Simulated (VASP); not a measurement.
Wanted: the native input for a VASP 6.6.1 run.

```yaml
Task: single point
Functional: PBE
Potentials_or_basis: VASP PAW PBE potentials, release 64 (Ti_sv)
Cutoff: 520 eV
k_mesh: 18 × 18 × 10
Occupations: gaussian, width 0.1 eV
Spin: no spin polarisation
Dipole_correction: no
Further_INCAR_settings: ALGO = Fast; EDIFF = 1e-07; NBANDS = 19
```

The structure of Ti lies in POSCAR:

```
Ti
1.0
    2.8461680134      0.0000000000      0.0000000000
   -1.4230840067      2.4648538030      0.0000000000
    0.0000000000      0.0000000000      4.5111662563
Ti
2
Direct
    0.3333333333      0.6666666667      0.2500000000
    0.6666666667      0.3333333333      0.7500000000
```

The input as run:

INCAR

```
SYSTEM = Ti
  ALGO = Fast
  EDIFF = 1E-7
  ENCUT = 520
  GGA = PE
  ISIF = 2
  ISMEAR = 0
  LASPH = .TRUE.
  LCHARG = .FALSE.
  LREAL = .FALSE.
  LWAVE = .FALSE.
  NBANDS = 19
  NELM = 60
  PREC = Accurate
  SIGMA = 0.1
```

KPOINTS

```
k-points
0
G
  18 18 10
  0 0 0
```

Potentials or basis: VASP PAW PBE potentials, release 64 (Ti_sv).

Run with:

```bash
$ cat potpaw_PBE.64/Ti_sv/POTCAR > POTCAR
$ mpirun -np 1 vasp_std > vasp.out
```

Results of the run:

| Property | Result |
| --- | --- |
| Pressure | 12.0 GPa |
| Band gap on the k mesh | zero (bands 12 and 13 overlap by 1.15 eV) |

Caveat: the cell stands under pressure.

It took 5.9 min on 1 thread of Intel(R) Xeon(R) Platinum 8488C (Sapphire Rapids), on a shared host, peak memory 0.23 GiB.
